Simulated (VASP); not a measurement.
# Zr5Ti3 in VASP: further runs, part 2 of 2

VASP 6.6.1. Earlier steps stand in the parts before.

### Step 3. Single point, PBE

INCAR reads:

```
PREC     = Accurate       # precision mode
ENCUT    = 520            # plane-wave cutoff, eV
EDIFF    = 1E-6           # SCF threshold, eV
ISMEAR   = -1             # smearing method
SIGMA    = 0.05           # smearing width, eV
LREAL    = Auto         
LASPH    = T              # aspherical terms in the spheres
NELM     = 80             # most SCF steps
ALGO     = Normal         # electronic algorithm
ISIF     = 2              # what is computed and relaxed
LWAVE    = F              # write WAVECAR
LCHARG   = F              # write CHGCAR
GGA      = PE             # functional
NBANDS   = 162            # bands
ISYM     = 0
```

KPOINTS reads:

```
Automatic mesh
0
Gamma
  1 1 1
  0.25 0.25 0.25
```

POSCAR reads:

```
Zr5Ti3
1.0
    8.0883500000     -0.0717440000      0.2860350000
   -0.0717440000      7.8939330000     -0.0068350000
    0.2860350000     -0.0068350000      8.1197920000
Zr Ti
15 9
Direct
    0.7641045587      0.1175723386      0.3636058608
    0.0363290882      0.4554802573      0.8149582916
    0.8323793189      0.7905745162      0.7729393756
    0.2616450049      0.1206603812      0.8347484868
    0.1118787255      0.0857908097      0.2124763970
    0.5952802017      0.7970362307      0.5145312553
    0.4922003420      0.0625874480      0.1089539314
    0.9436746538      0.4463420274      0.2137622205
    0.0276415304      0.1034885655      0.5793252954
    0.1208944985      0.7792124309      0.9849696715
    0.6528114720      0.4280716850      0.9871096379
    0.2885470820      0.4337556610      0.0828974628
    0.4119877175      0.4615156878      0.7084522058
    0.7932015204      0.4315686617      0.6022897354
    0.4169436381      0.1446225952      0.4694765607
    0.4743548634      0.7742368393      0.9046993834
    0.2116054697      0.7842732606      0.6178712382
    0.9721302416      0.7454285609      0.4154505104
    0.8615586825      0.1433317421     -0.0288949847
    0.1886074809      0.4418548990      0.4477707973
    0.3361044240      0.7700103140      0.2593053358
    0.7469073489      0.7772800087      0.1409202434
    0.5754303159      0.4697647492      0.3429091080
    0.6261012040      0.1047165988      0.7477410604
```

Potentials or basis: VASP PAW PBE potentials, release 64 (Zr_sv, Ti_sv).

Run with:

```bash
$ cat potpaw_PBE.64/Zr_sv/POTCAR potpaw_PBE.64/Ti_sv/POTCAR > POTCAR
$ mpirun -np 1 vasp_std > vasp.out
```

OUTCAR:

```text
PREC = Accurate
   ENCUT = 520
   EDIFF = 1E-6
   ISMEAR = -1
   LREAL = Auto
   LASPH = T
   NELM = 80
   ISIF = 2
   GGA = PE
   ISYM = 0

 ion  position               nearest neighbor table
   1  0.764  0.118  0.364-   9 2.86  15 2.89   5 3.01   6 3.07   7 3.15   8 3.16  14 3.16  23 3.21
                            19 3.24  24 3.24  22 3.24
   2  0.036  0.455  0.815-  14 2.71  10 2.99  19 3.05  12 3.09  13 3.10  20 3.15   3 3.17   4 3.25
                             8 3.27  17 3.30  11 3.32   9 3.37
   3  0.832  0.791  0.773-   6 2.94  10 3.00  16 3.02  22 3.02  24 3.03  18 3.06  14 3.17   2 3.17
                            19 3.23  17 3.24   9 3.26  11 3.58
   4  0.262  0.121  0.835-   9 2.91  24 2.99   7 3.05  13 3.08  10 3.12  15 3.15  12 3.20  17 3.22
                             5 3.23   2 3.25  16 3.33  19 3.36
   5  0.112  0.086  0.212-  19 2.96   1 3.01   9 3.01  10 3.04   7 3.14  21 3.15   8 3.18  12 3.22
                             4 3.23  18 3.30  15 3.37
   6  0.595  0.797  0.515-  23 2.94   3 2.94  21 3.06   1 3.07  24 3.09  18 3.13  15 3.16  17 3.16
                            22 3.20  16 3.26  13 3.35  14 3.43
   7  0.492  0.063  0.109-  16 2.82  21 2.85  15 3.02   4 3.05  24 3.07  22 3.10   5 3.14   1 3.15
                            19 3.17  11 3.27  12 3.40
[... 209 lines left out ...]
      5     -48.4623      2.00000
      6     -48.4550      2.00000
[... 148 lines left out ...]
    155       8.8730      0.00003
    156       8.9654      0.00000
 [bands above 156 left out]

------------------------ aborting loop because EDIFF is reached ----------------------------------------

  FORCE on cell =-STRESS in cart. coord.  units (eV):
  Direction    XX          YY          ZZ          XY          YZ          ZX
  --------------------------------------------------------------------------------------
  -------------------------------------------------------------------------------------
  Total       -0.3853850    -13.2710058     -4.7212150     -2.1109451      5.5513219      2.8086501
  in kB       -1.1925693    -41.0669686    -14.6097432     -6.5322944     17.1784993      8.6913342
  external PRESSURE =     -18.9564270 kB  Pullay stress =       0.0000000 kB

 VOLUME and BASIS-vectors are now :
 -----------------------------------------------------------------------------
  energy-cutoff  :      520.00
  volume of cell :      517.75
      direct lattice vectors                 reciprocal lattice vectors
     8.088350000 -0.071744000  0.286035000     0.123798747  0.001121370 -0.004360101
    -0.071744000  7.893933000 -0.006835000     0.001121370  0.126689815  0.000067141
     0.286035000 -0.006835000  8.119792000    -0.004360101  0.000067141  0.123309513

 POSITION                                       TOTAL-FORCE (eV/Angst)
 -----------------------------------------------------------------------------------
      6.27591      0.87080      3.17016         0.024818     -0.022117     -0.304791
      0.49427      3.58735      6.62457         0.410337     -0.040497      0.159333
      6.89694      6.17574      6.50879         0.043181      0.158967      0.406776
      2.34639      0.92801      6.85200        -0.017391     -0.529917     -0.096254
      0.95953      0.66775      1.75668         0.263562     -0.236061      0.091716
      4.90483      6.24553      4.34271        -0.397873     -0.107578     -0.111722
[... 16 lines left out ...]
      4.71866      3.66466      2.94573        -0.233811      0.316451     -0.207519
      5.27049      0.77660      6.24987         0.266143      0.225306      0.083643
 -----------------------------------------------------------------------------------
    total drift:                                0.002179      0.020781      0.028189

  FREE ENERGIE OF THE ION-ELECTRON SYSTEM (eV)
  ---------------------------------------------------
  free  energy   TOTEN  =      -195.3069681021 eV

  energy  without entropy=     -195.0267171756  energy(sigma->0) =     -195.16684264
```

OSZICAR:

```text
N       E                     dE             d eps       ncg     rms          rms(c)
DAV:   1     0.448761244626E+04    0.44876E+04   -0.14204E+05   324   0.195E+03
DAV:   2     0.436066167870E+03   -0.40515E+04   -0.39836E+04   332   0.642E+02
DAV:   3    -0.111291101651E+03   -0.54736E+03   -0.52743E+03   486   0.212E+02
[... 19 lines left out ...]
DAV:  23    -0.195306966257E+03   -0.80178E-05   -0.73929E-05   472   0.312E-02    0.133E-02
DAV:  24    -0.195306968247E+03   -0.19899E-05   -0.28084E-05   376   0.215E-02    0.115E-02
DAV:  25    -0.195306970273E+03   -0.20258E-05   -0.19096E-05   344   0.171E-02    0.831E-03
DAV:  26    -0.195306968851E+03    0.14217E-05   -0.37216E-06   288   0.807E-03    0.417E-03
DAV:  27    -0.195306968102E+03    0.74875E-06   -0.14645E-06   232   0.509E-03
   1 F= -.19530697E+03 E0= -.19516684E+03  d E =-.280251E+00
```

Run time: 7.3 min. Hardware: 1 thread of Intel Xeon 6975P-C, shared host; peak memory 0.53 GiB.

What came out:

```
Free energy            : -195.3070 eV
Pressure               : -1.9 GPa
Largest force          : 1.005 eV/Å
Band gap on the k mesh : 0.07 eV
```

Forces in eV/Å, atoms in the order of the input:
```
Zr   0.025 -0.022 -0.305
Zr   0.410 -0.040  0.159
Zr   0.043  0.159  0.407
Zr  -0.017 -0.530 -0.096
Zr   0.264 -0.236  0.092
Zr  -0.398 -0.108 -0.112
Zr   0.327  0.950 -0.004
Zr  -0.711  0.088 -0.383
Zr  -0.254  0.122  0.401
Zr  -0.194 -0.037  0.511
Zr  -0.032 -0.020 -0.279
Zr   0.604 -0.153  0.086
Zr  -0.068  0.408 -0.267
Zr  -0.572  0.012 -0.588
Zr  -0.791 -0.177  0.134
Ti   0.277 -0.326 -0.140
Ti   0.565 -0.155  0.112
Ti  -0.329  0.271 -0.550
Ti   0.625 -0.501  0.150
Ti   0.471  0.207  0.047
Ti  -0.049 -0.615  0.428
Ti  -0.228  0.162  0.323
Ti  -0.234  0.316 -0.208
Ti   0.266  0.225  0.084
```

Levels at points of the mesh, in eV from the valence-band top:
| k point | band 142 | band 143 | band 144 | band 145 | band 146 | band 147 |
| --- | --- | --- | --- | --- | --- | --- |
| (0.25, 0.25, 0.25) | -0.09 | -0.05 | 0.00 | 0.07 | 0.14 | 0.21 |

Caveat: the k points lie up to 0.80 Å⁻¹ apart.

### Step 4. Single point, PBE

Edit INCAR of step 3 so:

```diff
@@ -6,3 +6,3 @@
 LREAL    = Auto         
-LASPH    = T              # aspherical terms in the spheres
+LASPH    = True           # aspherical terms in the spheres
 NELM     = 80             # most SCF steps
@@ -10,4 +10,4 @@
 ISIF     = 2              # what is computed and relaxed
-LWAVE    = F              # write WAVECAR
-LCHARG   = F              # write CHGCAR
+LWAVE    = False          # write WAVECAR
+LCHARG   = False          # write CHGCAR
 GGA      = PE             # functional
```

KPOINTS is that of step 3.

POSCAR reads:

```
Zr5Ti3
1.0
    8.0883500000     -0.0717440000      0.2860350000
   -0.0717440000      7.8939330000     -0.0068350000
    0.2860350000     -0.0068350000      8.1197920000
Zr Ti
15 9
Direct
    0.7673936526      0.1268605643      0.3603371427
    0.0397869623      0.4566484992      0.8190463165
    0.8259046428      0.8025874318      0.7708427815
    0.2660779840      0.1156892349      0.8490959029
    0.1194642652      0.0879153781      0.2167168741
    0.5849880963      0.8159818059      0.5053868579
    0.4931097879      0.0734358850      0.1169403448
    0.9392177615      0.4490970803      0.2086354461
    0.0154538082      0.1201071447      0.6002977173
    0.1212897234      0.7767951697      0.9810116181
    0.6576649529      0.4210666693      0.9776974331
    0.3008893701      0.4246937002      0.1032345275
    0.4137916494      0.4789289729      0.7207250611
    0.7880205546      0.4233999826      0.5963932918
    0.4006357169      0.1523813349      0.4731293227
    0.4921588684      0.7666319218      0.9065955467
    0.2061955259      0.7842119284      0.6323523991
    0.9685986372      0.7792272398      0.3943646471
    0.8686806310      0.1417084006     -0.0153626457
    0.1923070616      0.4594151732      0.4567254373
    0.3278062675      0.7727752806      0.2573746782
    0.7274344299      0.7668573952      0.1461364728
    0.5693521109      0.4801881634      0.3365898357
    0.6428595981      0.1074227809      0.7410264807
```

Run with:

```bash
$ cat potpaw_PBE.64/Zr_sv/POTCAR potpaw_PBE.64/Ti_sv/POTCAR > POTCAR
$ mpirun -np 1 vasp_std > vasp.out
```

Run time: 6.5 min. Hardware: 1 thread of Intel Xeon 6975P-C, shared host; peak memory 0.53 GiB.

Results (log left out):

| Item | Value |
| --- | --- |
| Free energy | -195.4194 eV |
| Pressure | -1.8 GPa |
| Largest force | 0.986 eV/Å |
| Band gap on the k mesh | 0.06 eV |

Forces on the atoms (eV/Å):
```
Zr  -0.620 -0.152 -0.160
Zr   0.148 -0.221  0.278
Zr   0.717 -0.517  0.150
Zr   0.153 -0.044 -0.378
Zr  -0.083 -0.082  0.339
Zr  -0.215 -0.411  0.076
Zr   0.390  0.165 -0.143
Zr   0.130  0.258 -0.098
Zr   0.397 -0.211  0.170
Zr   0.047  0.177  0.782
Zr   0.070  0.310 -0.028
Zr  -0.143  0.173 -0.164
Zr  -0.036 -0.162 -0.631
Zr  -0.207  0.838 -0.478
Zr  -0.029  0.041  0.220
Ti  -0.611  0.278  0.204
Ti   0.246  0.004 -0.469
Ti  -0.428 -0.165  0.101
Ti   0.408 -0.542 -0.440
Ti  -0.004  0.230 -0.192
Ti   0.186 -0.411  0.601
Ti   0.171  0.288 -0.059
Ti  -0.234 -0.011  0.075
Ti  -0.453  0.167  0.243
```

Stress tensor (GPa, compression positive):
```
-0.05 -0.76  0.73
-0.76 -3.83  1.67
 0.73  1.67 -1.57
```

Levels at points of the mesh, in eV from the valence-band top:
| k point | band 141 | band 142 | band 143 | band 144 | band 145 | band 146 | band 147 | band 148 |
| --- | --- | --- | --- | --- | --- | --- | --- | --- |
| (0.25, 0.25, 0.25) | -0.17 | -0.11 | -0.03 | 0.00 | 0.06 | 0.10 | 0.21 | 0.24 |

Caveat: the k points lie up to 0.80 Å⁻¹ apart.
